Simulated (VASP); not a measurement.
ZrBrCl3:

```
Zr Br Cl
1.0
     5.57380    3.21803    2.40797
    -5.57380    3.21803    2.40797
     0.00000   -6.43607    2.40797
Zr Br Cl
1 1 3
Direct
  0.74046 0.74046 0.74046
  0.39688 0.39688 0.39688
  0.07642 0.73550 0.73550
  0.73550 0.73550 0.07642
  0.73550 0.07642 0.73550
```

The cell was generated, and may not be a known phase.

Base run:

- Program: VASP 6.6.1
- Functional: PBE
- Potentials or basis: VASP PAW PBE potentials, release 64 (Zr_sv, Br, Cl)
- Cutoff: 520 eV
- k mesh: 6 × 6 × 6
- Occupations: gaussian, width 0.02 eV
- Spin: no spin polarisation

Its results: band gap on the k mesh 4.10 eV; pressure 0.0 GPa; largest force 0.015 eV/Å.

Problem. The run is repeated on the same cell with these changes: functional from PBE to r2SCAN. What comes out?

Solution. Band gap on the k mesh 4.55 eV; pressure -0.4 GPa; largest force 0.090 eV/Å.

Caveats: the PAW data sets were made with another functional, which shifts forces and pressure a little (at least some runs).

A k mesh can miss the band edges.
